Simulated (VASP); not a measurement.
Pd2Pt:

```
Pd Pt
1.0
     0.00000    2.91006    2.91006
     2.91006    0.00000    2.91006
     2.91006    2.91006    0.00000
Pd Pt
2 1
Direct
  0.25000 0.25000 0.25000
  0.75000 0.75000 0.75000
  0.00000 0.00000 0.00000
```

* Program: VASP 6.6.1
* Task: relaxation of cell and atoms
* Functional: PBE
* Potentials or basis: VASP PAW PBE potentials, release 64 (Pd, Pt)
* Cutoff: 600 eV
* k mesh: 6 × 6 × 6
* Occupations: gaussian, width 0.1 eV
* Spin: no spin polarisation

At the start: pressure 24.0 GPa; volume 16.43 Å³/atom.

Task: Where does the relaxation end?

Result: Over 4 steps the energy falls by 139.8 meV/atom and the volume is 18.58 Å³/atom (+13.1 %); space group Fm-3m (No. 225, to 0.05 Å).

Step by step:
```csv
step,energy change (eV),largest force (eV/Å),pressure (GPa),volume (Å³)
1,0.0000,0.0000,23.96,49.29
2,0.4546,0.0000,-16.46,68.97
3,-0.4180,0.0000,-1.11,56.10
4,-0.4195,0.0000,-0.21,55.74
```

Final structure:
```cif
data_structure
_symmetry_space_group_name_H-M 'P 1'
_symmetry_Int_Tables_number 1
_cell_length_a 4.2879
_cell_length_b 4.2879
_cell_length_c 4.2879
_cell_angle_alpha 60.000
_cell_angle_beta 60.000
_cell_angle_gamma 60.000
_cell_volume 55.74
loop_
_atom_site_label
_atom_site_type_symbol
_atom_site_fract_x
_atom_site_fract_y
_atom_site_fract_z
_atom_site_occupancy
Pd1 Pd 0.25000 0.25000 0.25000 1
Pd2 Pd 0.75000 0.75000 0.75000 1
Pt1 Pt 0.00000 0.00000 0.00000 1
```
